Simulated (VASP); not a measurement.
**MgS: single point with PBEsol**

MgS:

```
Mg S
1.0
     0.00000    2.60165    2.66669
     2.60165    0.00000    2.66669
     2.60165    2.60165    0.00000
Mg S
1 1
Direct
  0.00000 0.00000 0.00000
  0.50000 0.50000 0.50000
```

This cell differs from its parent crystal: strain +0.000 along x and y, +0.025 along z.

- Program: VASP 6.6.1
- Task: single point
- Functional: PBEsol
- Potentials or basis: VASP PAW PBE potentials, release 64 (Mg, S)
- Cutoff: 600 eV
- k mesh: 8 × 8 × 8
- Occupations: gaussian, width 0.05 eV
- Spin: no spin polarisation

```yaml
Pressure: -2.8 GPa
Band_gap_on_the_k_mesh: 2.55 eV, indirect (least direct gap 3.34 eV)
```

Stress tensor (GPa, compression positive):
```
-2.07  0.00  0.00
 0.00 -2.07  0.00
 0.00  0.00 -4.21
```

Levels at points of the mesh, in eV from the valence-band top:
```
           k point  band 1  band 2  band 3  band 4  band 5  band 6  band 7  band 8  band 9
(0.00, 0.00, 0.00)  -12.61   -0.10   -0.10    0.00    3.34    7.64    7.89    7.89   10.04
(0.50, 0.00, 0.00)  -11.35   -4.83   -0.68   -0.60    4.29    6.62    6.86    9.74   11.77
(0.50, 0.50, 0.00)  -11.05   -4.22   -1.65   -1.65    2.68    4.31   11.39   12.65   13.06
(0.50, 0.00, 0.50)  -10.96   -4.19   -1.86   -1.65    2.55    4.22   11.64   12.56   12.69
```

It took 42 s on 1 thread of Intel Xeon 8259CL (shared host), peak memory 0.18 GiB.

Caveat: the cell differs from its parent crystal (strain +0.000 along x and y, +0.025 along z); the PAW data sets were made with another functional, which shifts forces and pressure a little. A k mesh can miss the band edges.
